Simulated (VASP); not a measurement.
# O in VASP: notebook

O is run at these levels: PBE+D3(BJ); tasks: single point.

Everything below comes from runs of VASP 6.6.1. Logs are shortened: lines on timing, memory, paths and dates and some standing lists are left out, and cuts for length are marked.

### Step 1. The cell of the first run

The cell holds a disordered packing, 16 atoms: a = 7.877 Å, b = 7.877 Å, c = 7.877 Å, α = 90.00°, β = 90.00°, γ = 90.00°.

### Step 2. Single point, PBE+D3(BJ), collinear spin, ferromagnetic start

Contents of INCAR:

```
ALGO = Normal ; EDIFF = 1E-6
ENCUT = 1000 ; GGA = PE
GGA_COMPAT = F ; ISIF = 2
ISMEAR = -1 ; ISPIN = 2
IVDW = 12 ; LASPH = T
LCHARG = F ; LORBIT = 11
LREAL = Auto ; LWAVE = F
MAGMOM = 0.56 0.56 0.56 0.56 0.56 0.56 0.56 0.56 0.56 0.56 0.56 0.56 0.56 0.56 0.56 0.56 ; NBANDS = 66
NELM = 200 ; PREC = Accurate
SIGMA = 0.02
```

Contents of KPOINTS:

```
k-points
0
Gamma
  1 1 1
```

Contents of POSCAR:

```
O
1.0
    7.8772940000      0.0000000000      0.0000000000
    0.0000000000      7.8772940000      0.0000000000
    0.0000000000      0.0000000000      7.8772940000
O
16
Direct
    0.0408515919      0.5070396001      1.0628142101
    0.1258554016      0.5904946546      0.9555819549
    0.2974625550      0.2349537798      0.2215862452
    0.3773503947      0.2730760081      0.0916050613
    0.1387024529      0.2332653828      0.7199299658
    0.0636386048      0.0937631628      0.7251474935
    0.0118949477      0.7830353926      0.4594217253
    0.0347962130      0.8698545465      0.3348231004
    0.7650850660      0.1300065733      0.9862777751
    0.8228460179     -0.0123519574      0.9903400838
    0.3676262432      0.8341823982      0.8923368862
    0.5011111684      0.9228168963      0.9135243651
    0.6252908677      0.0886852769      0.4739190895
    0.6920650670      0.2155435610      0.4057484715
    0.3940185551      0.7601087378      0.5161797947
    0.3654554470      0.6780247125      0.3896642680
```

Potentials or basis: VASP PAW PBE potentials, release 64 (O_h).

Launch:

```
cat potpaw_PBE.64/O_h/POTCAR > POTCAR
mpirun -np 1 vasp_gam > vasp.out
```

OUTCAR:

```text
EDIFF = 1E-6
   ENCUT = 1000
   GGA = PE
   ISIF = 2
   ISMEAR = -1
   ISPIN = 2
   IVDW = 12
   LASPH = T
   LORBIT = 11
   LREAL = Auto
   NELM = 200
   PREC = Accurate
 IVDW          = 12

 ion  position               nearest neighbor table
   1  0.041  0.507  0.063-   2 1.26
   2  0.126  0.590  0.956-   1 1.26
   3  0.297  0.235  0.222-   4 1.24
   4  0.377  0.273  0.092-   3 1.24
   5  0.139  0.233  0.720-   6 1.25
   6  0.064  0.094  0.725-   5 1.25
[... 8 lines left out ...]
  15  0.394  0.760  0.516-  16 1.21
  16  0.365  0.678  0.390-  15 1.21

  LATTYP: Found a simple cubic cell.
 ALAT       =     7.8772940000

  Lattice vectors:

 A1 = (   7.8772940000,   0.0000000000,   0.0000000000)
 A2 = (   0.0000000000,   7.8772940000,   0.0000000000)
 A3 = (   0.0000000000,   0.0000000000,   7.8772940000)

Analysis of symmetry for initial positions (statically):
=====================================================================
 Subroutine PRICEL returns:
 Original cell was already a primitive cell.

 Routine SETGRP: Setting up the symmetry group for a
 simple cubic supercell.

 Subroutine GETGRP returns: Found  1 space group operations
 (whereof  1 operations were pure point group operations)
 out of a pool of 48 trial point group operations.

The static configuration has the point symmetry C_1 .

Analysis of symmetry for dynamics (positions and initial velocities):
=====================================================================
 Subroutine PRICEL returns:
 Original cell was already a primitive cell.

 Routine SETGRP: Setting up the symmetry group for a
 simple cubic supercell.

 Subroutine GETGRP returns: Found  1 space group operations
 (whereof  1 operations were pure point group operations)
 out of a pool of 48 trial point group operations.

The dynamic configuration has the point symmetry C_1 .

Analysis of structural, dynamic, and magnetic symmetry:
=====================================================================
 Subroutine PRICEL returns:
 Original cell was already a primitive cell.

 Routine SETGRP: Setting up the symmetry group for a
 simple cubic supercell.

 Subroutine GETGRP returns: Found  1 space group operations
 (whereof  1 operations were pure point group operations)
 out of a pool of 48 trial point group operations.

The overall configuration has the point symmetry C_1 .

 Subroutine INISYM returns: Found  1 space group operations
 (whereof  1 operations are pure point group operations),
 and found     1 'primitive' translations

----------------------------------------------------------------------------------------

                                     Primitive cell

  volume of cell :     488.8000

  direct lattice vectors                    reciprocal lattice vectors
     7.877294000  0.000000000  0.000000000     0.126947147  0.000000000  0.000000000
     0.000000000  7.877294000  0.000000000     0.000000000  0.126947147  0.000000000
     0.000000000  0.000000000  7.877294000     0.000000000  0.000000000  0.126947147

  length of vectors
     7.877294000  7.877294000  7.877294000     0.126947147  0.126947147  0.126947147

  position of ions in fractional coordinates (direct lattice)
     0.040851592  0.507039600  0.062814210
     0.125855402  0.590494655  0.955581955
     0.297462555  0.234953780  0.221586245
     0.377350395  0.273076008  0.091605061
     0.138702453  0.233265383  0.719929966
     0.063638605  0.093763163  0.725147494
[... 8 lines left out ...]
     0.394018555  0.760108738  0.516179795
     0.365455447  0.678024712  0.389664268

  ion indices of the primitive-cell ions
   primitive index   ion index
                 1           1
                 2           2
                 3           3
                 4           4
                 5           5
                 6           6
[... 8 lines left out ...]
                15          15
                16          16

----------------------------------------------------------------------------------------

 KPOINTS: k-points

Automatic generation of k-mesh.
 Grid dimensions read from file:
 generate k-points for:    1    1    1

 Generating k-lattice:

  Cartesian coordinates                     Fractional coordinates (reciprocal lattice)
     0.126947147  0.000000000  0.000000000     1.000000000  0.000000000  0.000000000
     0.000000000  0.126947147  0.000000000     0.000000000  1.000000000  0.000000000
     0.000000000  0.000000000  0.126947147     0.000000000  0.000000000  1.000000000

  Length of vectors
     0.126947147  0.126947147  0.126947147

  Shift w.r.t. Gamma in fractional coordinates (k-lattice)
     0.000000000  0.000000000  0.000000000

 Subroutine IBZKPT returns following result:
 ===========================================

 Found      1 irreducible k-points:

 Following reciprocal coordinates:
            Coordinates               Weight
  0.000000  0.000000  0.000000      1.000000
[... 39 lines left out ...]
  volume/ion in A,a.u.               =      30.55       206.16
  Fermi-wavevector in a.u.,A,eV,Ry     =   0.951601  1.798265 12.320678  0.905544
  Thomas-Fermi vector in A             =   2.080086
   LORBIT       =     11    0 simple, 1 ext, 2 COOP (PROOUT), +10 PAW based schemes
   GGA     = PE    functional components
   LHFCALC =     F    Hartree Fock is set to
   AEXX    =    0.0000 exact exchange contribution
   IVDW    =    12    specifies the selected vdW correction
   LEPSILON=     F    determine dielectric tensor
   LRPA    =     F    only Hartree local field effects (RPA)
 spin polarized calculation
  energy-cutoff  :     1000.00
  volume of cell :      488.80
 maximum number of plane-waves:     17517
 NGX is ok and might be reduce to    84
   NGX = 41   NGY = 41   NGZ = 41

 number of electron      96.0000000 magnetization       8.9600000

 number of electron      95.9999998 magnetization      16.0002821

 Free energy of the ion-electron system (eV)
  ---------------------------------------------------
  ext. energy  EPLUGINS =         0.00000000
  ---------------------------------------------------
  free energy    TOTEN  =       -80.13145091 eV

  energy without entropy =      -80.13145091  energy(sigma->0) =      -80.13145091

 E-fermi :  -3.5996     XC(G=0):  -5.2025

 val. band max:       -4.0717622231   @ k =   0.0000   0.0000   0.0000
 cond. band min:      -2.5252268275   @ k =   0.0000   0.0000   0.0000
 fundamental gap:      1.5465353956
 Fermi energy:        -3.5996097554

 spin component 1

 k-point     1 :       0.0000    0.0000    0.0000
  band No.  band energies     occupation
      1     -30.3524      1.00000
      2     -30.2837      1.00000
      3     -30.2378      1.00000
      4     -29.7091      1.00000
      5     -29.5284      1.00000
      6     -29.5088      1.00000
[... 52 lines left out ...]
     59       3.1345      0.00000
     60       3.3444      0.00000
 Fermi energy:        -3.5996097554

 spin component 2

 k-point     1 :       0.0000    0.0000    0.0000
  band No.  band energies     occupation
      1     -29.1744      1.00000
      2     -29.1030      1.00000
      3     -29.0571      1.00000
      4     -28.5043      1.00000
      5     -28.3157      1.00000
      6     -28.2945      1.00000
[... 52 lines left out ...]
     59       3.5844      0.00000
     60       3.7304      0.00000
 [bands above 60 left out]

------------------------ aborting loop because EDIFF is reached ----------------------------------------

 Edisp (eV)   -0.38069

 E8    (eV) :    -0.0868

  FORCE on cell =-STRESS in cart. coord.  units (eV):
  Direction    XX          YY          ZZ          XY          YZ          ZX
  --------------------------------------------------------------------------------------
  -------------------------------------------------------------------------------------
  Total      -3.79836    -4.44525    -2.18674    -4.47157     2.10644     2.06865
  in kB     -12.45017   -14.57052    -7.16766   -14.65682     6.90443     6.78057
  external pressure =      -11.40 kB  Pullay stress =        0.00 kB

 VOLUME and BASIS-vectors are now :
 -----------------------------------------------------------------------------
  energy-cutoff  :     1000.00
  volume of cell :      488.80
      direct lattice vectors                 reciprocal lattice vectors
     7.877294000  0.000000000  0.000000000     0.126947147  0.000000000  0.000000000
     0.000000000  7.877294000  0.000000000     0.000000000  0.126947147  0.000000000
     0.000000000  0.000000000  7.877294000     0.000000000  0.000000000  0.126947147

 POSITION                                       TOTAL-FORCE (eV/Angst)
 -----------------------------------------------------------------------------------
      0.32180      3.99410      0.49481         1.381043      1.394616     -1.779593
      0.99140      4.65150      7.52740        -1.496084     -1.437787      1.787610
      2.34320      1.85080      1.74550         0.678040      0.295025     -1.067694
      2.97250      2.15110      0.72160        -0.674316     -0.312760      1.095426
      1.09260      1.83750      5.67110        -0.874112     -1.645642      0.051218
      0.50130      0.73860      5.71220         0.930786      1.675678     -0.117123
[... 8 lines left out ...]
      3.10380      5.98760      4.06610         0.168897      0.347988      0.551355
      2.87880      5.34100      3.06950        -0.043580     -0.409941     -0.590779
 -----------------------------------------------------------------------------------
    total drift:                                0.003371     -0.002841     -0.005810

  FREE ENERGIE OF THE ION-ELECTRON SYSTEM (eV)
  ---------------------------------------------------
  free  energy   TOTEN  =       -80.5121392015 eV

  energy  without entropy=      -80.5121392015  energy(sigma->0) =      -80.51213920

 total charge

# of ion       s       p       d       tot
------------------------------------------
    1        1.094   2.185   0.000   3.279
    2        1.095   2.184   0.000   3.279
    3        1.092   2.202   0.000   3.294
    4        1.092   2.202   0.000   3.294
    5        1.093   2.194   0.000   3.287
    6        1.093   2.195   0.000   3.288
[... 8 lines left out ...]
   15        1.089   2.226   0.000   3.314
   16        1.088   2.226   0.000   3.314
--------------------------------------------------
tot         17.470  35.255   0.000  52.725

 magnetization (x)

# of ion       s       p       d       tot
------------------------------------------
    1        0.013   0.607   0.000   0.621
    2        0.014   0.611   0.000   0.624
    3        0.014   0.607   0.000   0.621
    4        0.014   0.609   0.000   0.623
    5        0.014   0.608   0.000   0.622
    6        0.014   0.609   0.000   0.622
[... 8 lines left out ...]
   15        0.014   0.607   0.000   0.620
   16        0.013   0.606   0.000   0.619
--------------------------------------------------
tot          0.216   9.726   0.000   9.942
```

Wall time 4.1 min (1 thread of Intel Xeon Platinum 8488C (Sapphire Rapids), shared host); peak memory 1.4 GiB.

Results:

```yaml
Free_energy: -80.5121 eV
Pressure: -1.1 GPa
Largest_force: 3.460 eV/Å
Net_moment: 16.00 μB per cell
Site_moments: O +0.62 μB
Valence_electrons_inside_the_program's_atomic_spheres: O 3.28, 3.29, 3.31, 3.27 (each value once)
Dispersion_energy_per_atom: -0.024 eV
```

Forces in eV/Å, atoms in the order of the input:
```
O    1.381  1.395 -1.780
O   -1.496 -1.438  1.788
O    0.678  0.295 -1.068
O   -0.674 -0.313  1.095
O   -0.874 -1.646  0.051
O    0.931  1.676 -0.117
O   -0.187 -0.360  0.516
O    0.052  0.397 -0.525
O   -0.086  0.592  0.019
O    0.366 -0.482  0.109
O    2.648  1.798  0.436
O   -2.882 -1.849 -0.497
O    0.851  1.594 -0.852
O   -0.832 -1.596  0.865
O    0.169  0.348  0.551
O   -0.044 -0.410 -0.591
```

Stress tensor (GPa, compression positive):
```
-1.25 -1.47  0.68
-1.47 -1.46  0.69
 0.68  0.69 -0.72
```

Levels at points of the mesh, in eV from the Fermi level:
Spin up:
```csv
k point,band 52,band 53,band 54,band 55,band 56,band 57,band 58,band 59,band 60,band 61
"(0.00, 0.00, 0.00)",-0.65,-0.59,-0.56,-0.51,-0.47,5.18,6.58,6.73,6.94,7.03
```
Spin down:
| k point | band 37 | band 38 | band 39 | band 40 | band 41 | band 42 | band 43 | band 44 |
| --- | --- | --- | --- | --- | --- | --- | --- | --- |
| (0.00, 0.00, 0.00) | -4.94 | -4.83 | -4.82 | -4.79 | 1.07 | 1.12 | 1.22 | 1.33 |

Caveat: the k points lie up to 0.80 Å⁻¹ apart.

### Step 3. Single point, PBE+D3(BJ), collinear spin, ferromagnetic start

Contents of INCAR:

```
SYSTEM = O
PREC = Accurate
ENCUT = 1000
EDIFF = 1E-6
ISMEAR = -1
SIGMA = 0.02
LREAL = Auto
LASPH = .TRUE.
NELM = 200
ALGO = Normal
ISIF = 2
LWAVE = .FALSE.
LCHARG = .FALSE.
ISPIN = 2
MAGMOM = 1 1 1 1 1 1 1 1 1 1 1 1 1 1 1 1
LORBIT = 11
GGA = PE
IVDW = 12
NBANDS = 66
GGA_COMPAT = .FALSE.
```

Contents of KPOINTS:

```
Automatic mesh
0
G
  1 1 1
  0 0 0
```

Contents of POSCAR:

```
O
1.0
    7.8772940000      0.0000000000      0.0000000000
    0.0000000000      7.8772940000      0.0000000000
    0.0000000000      0.0000000000      7.8772940000
O
16
Direct
    0.1318401203      0.6355345343      1.0333744741
    0.1385033949      0.6422231952      0.8790024141
    0.3823098953      0.2989440250      0.2774824682
    0.4123147498      0.3179812988      0.1264568075
    0.0391511117      0.2499796297      0.7562987521
    0.1549946229      0.1684701076      0.6943779723
    0.0108575472      0.8255595576      0.5167145485
   -0.0117527870      0.9090520120      0.3880664673
    0.8219995839      0.1185550099      1.0518252782
    0.8000078801     -0.0150423733      0.9759200719
    0.4026472925      0.9225432652      0.9720394197
    0.4382470234      0.9499625811      0.8239281131
    0.6476837176      0.1850464474      0.6107934908
    0.7238140468      0.2039645437      0.4774701356
    0.4042894698      0.6231892105      0.5557194957
    0.3814702308      0.6794580553      0.4130219909
```

Potentials or basis: VASP PAW PBE potentials, release 64 (O_h).

Launch:

```
cat potpaw_PBE.64/O_h/POTCAR > POTCAR
mpirun -np 1 vasp_gam > vasp.out
```

Wall time 5.3 min (1 thread of Intel Xeon Platinum 8259CL at 2.50GHz (Skylake/Cascade Lake), shared host); peak memory 1.4 GiB.

The run converged. Its results:

* Free energy: -80.8653 eV
* Pressure: -0.1 GPa
* Largest force: 0.291 eV/Å
* Net moment: 16.00 μB per cell
* Site moments: O +0.62 μB
* Valence electrons inside the program's atomic spheres: O 3.31, 3.30 (each value once)
* Dispersion energy per atom: -0.024 eV

Forces in eV/Å, atoms in the order of the input:
```
O   -0.028 -0.023  0.039
O   -0.011 -0.004 -0.020
O    0.024  0.008 -0.248
O   -0.042 -0.026  0.228
O   -0.051  0.067  0.014
O    0.061 -0.010 -0.049
O   -0.040  0.079 -0.135
O    0.041 -0.103  0.125
O   -0.062 -0.244 -0.103
O    0.089  0.234  0.149
O    0.004  0.019 -0.040
O    0.000 -0.037  0.062
O   -0.015  0.018  0.004
O    0.018  0.018 -0.021
O   -0.026  0.056 -0.193
O    0.038 -0.049  0.187
```

Stress tensor (GPa, compression positive):
```
 0.06  0.01 -0.03
 0.01 -0.12  0.01
-0.03  0.01 -0.31
```

Levels at points of the mesh, in eV from the Fermi level:
Spin up:
```
           k point  band 52  band 53  band 54  band 55  band 56  band 57  band 58  band 59  band 60  band 61
(0.00, 0.00, 0.00)    -0.62    -0.61    -0.57    -0.55    -0.53     5.19     6.47     6.79     6.99     7.01
```
Spin down:
```
           k point  band 38  band 39  band 40  band 41  band 42  band 43
(0.00, 0.00, 0.00)    -5.17    -5.12    -5.05     1.44     1.46     1.48
```

Caveat: the k points lie up to 0.80 Å⁻¹ apart.

### Step 4. Single point, PBE+D3(BJ), collinear spin, ferromagnetic start

Contents of INCAR:

```
SYSTEM = O
PREC     = Accurate       ! precision mode
ENCUT    = 1000           ! plane-wave cutoff, eV
EDIFF    = 1E-6           ! SCF threshold, eV
ISMEAR   = -1             ! smearing method
SIGMA    = 0.02           ! smearing width, eV
LREAL    = Auto         
LASPH    = .True.         ! aspherical terms in the spheres
NELM     = 200            ! most SCF steps
ALGO     = Normal         ! electronic algorithm
ISIF     = 2              ! what is computed and relaxed
LWAVE    = .False.        ! write WAVECAR
LCHARG   = .False.        ! write CHGCAR
ISPIN    = 2              ! spin polarisation
MAGMOM   = 1 1 1 1 1 1 1 1 1 1 1 1 1 1 1 1 ! initial moments
LORBIT   = 11             ! projections on sites
GGA      = PE             ! functional
IVDW     = 12             ! dispersion correction
NBANDS   = 66             ! bands
GGA_COMPAT= .False.
```

Contents of KPOINTS:

```
Automatic mesh
0
Gamma
  1 1 1
  0 0 0
```

Contents of POSCAR:

```
O
1.0
    7.8772940000      0.0000000000      0.0000000000
    0.0000000000      7.8772940000      0.0000000000
    0.0000000000      0.0000000000      7.8772940000
O
16
Direct
    0.0044558449      0.4587742948      0.9263968058
   -0.0044050660      0.6050935766      0.8899375852
    0.4215533913      0.2910898083      0.2123191035
    0.3837104468      0.3799401165      0.0906783472
    0.2056797677      0.2175366312      0.5723539073
    0.1410890593      0.0794562194      0.5313499788
   -0.0056237586      0.6528257039      0.3239183405
   -0.0595128226      0.7907918633      0.3729453287
    0.9069231134     -0.0518071307      0.8152672733
    0.8102147768      0.0684625964      0.8445412854
    0.4745665199      0.9169646328      1.0523410704
    0.4808377090      0.9572068784      0.8970847095
    0.6892214509      0.1337388194      0.3591715632
    0.8392983682      0.1387151476      0.3989187150
    0.4131367955      0.7369535782      0.3116933302
    0.4463207797      0.7435294404      0.4653501570
```

Launch:

```
cat potpaw_PBE.64/O_h/POTCAR > POTCAR
mpirun -np 1 vasp_gam > vasp.out
```

Run time: 7.3 min. Hardware: 1 thread of Intel Xeon Platinum 8175M at 2.50GHz (Skylake/Cascade Lake), shared host; peak memory 1.4 GiB.

The run converged. Its results:

* Free energy: -80.5132 eV
* Pressure: -0.6 GPa
* Largest force: 2.972 eV/Å
* Net moment: 16.00 μB per cell
* Site moments: O +0.62, +0.63 (each value once) μB
* Valence electrons inside the program's atomic spheres: O 3.33, 3.31, 3.30, 3.29, 3.28 (each value once)
* Dispersion energy per atom: -0.023 eV

Forces on the atoms (eV/Å):
```
O    0.133 -2.224  0.546
O   -0.116  2.144 -0.534
O   -0.202  0.265 -0.295
O    0.065 -0.172  0.223
O   -0.624 -1.377 -0.390
O    0.882  1.386  0.466
O   -0.242  0.584  0.219
O    0.245 -0.695 -0.236
O   -0.765  0.977  0.235
O    0.875 -0.864 -0.247
O    0.150  0.799 -2.859
O   -0.254 -0.699  2.605
O    0.369 -0.045  0.125
O   -0.470  0.077 -0.131
O    0.232 -0.095  1.550
O   -0.279 -0.062 -1.276
```

Stress tensor (GPa, compression positive):
```
-0.15 -0.01 -0.02
-0.01 -0.10 -0.37
-0.02 -0.37 -1.52
```

Levels at points of the mesh, in eV from the Fermi level:
Spin up:
| k point | band 52 | band 53 | band 54 | band 55 | band 56 | band 57 | band 58 | band 59 | band 60 | band 61 |
| --- | --- | --- | --- | --- | --- | --- | --- | --- | --- | --- |
| (0.00, 0.00, 0.00) | -0.78 | -0.73 | -0.66 | -0.54 | -0.53 | 4.96 | 6.47 | 6.62 | 6.77 | 6.86 |
Spin down:
| k point | band 37 | band 38 | band 39 | band 40 | band 41 | band 42 | band 43 | band 44 |
| --- | --- | --- | --- | --- | --- | --- | --- | --- |
| (0.00, 0.00, 0.00) | -5.15 | -5.13 | -5.01 | -4.90 | 1.03 | 1.07 | 1.19 | 1.22 |

Caveat: the k points lie up to 0.80 Å⁻¹ apart; the atoms stand as in a frame of molecular dynamics.

### Step 5. The runs side by side

| cell | pressure (GPa) | moment (μB) | largest force (eV/Å) |
| --- | --- | --- | --- |
| as given, atomic positions A | -1.1 | 16.00 | 3.46 |
| as given, atomic positions B | -0.1 | 16.00 | 0.29 |
| as given, atomic positions C | -0.6 | 16.00 | 2.97 |

Alike in all rows: task single point; level PBE+D3(BJ); potentials or basis VASP PAW PBE potentials, release 64 (O_h); spin collinear, ferromagnetic start; k mesh 1 × 1 × 1; cutoff (eV) 1000; smearing fermi-dirac 0.02 eV.

Caveats: all runs use coarse meshes; the atoms stand as in a frame of molecular dynamics (at least some runs).

Total energies depend on the potentials used, so only differences within one code and one set of settings carry meaning.
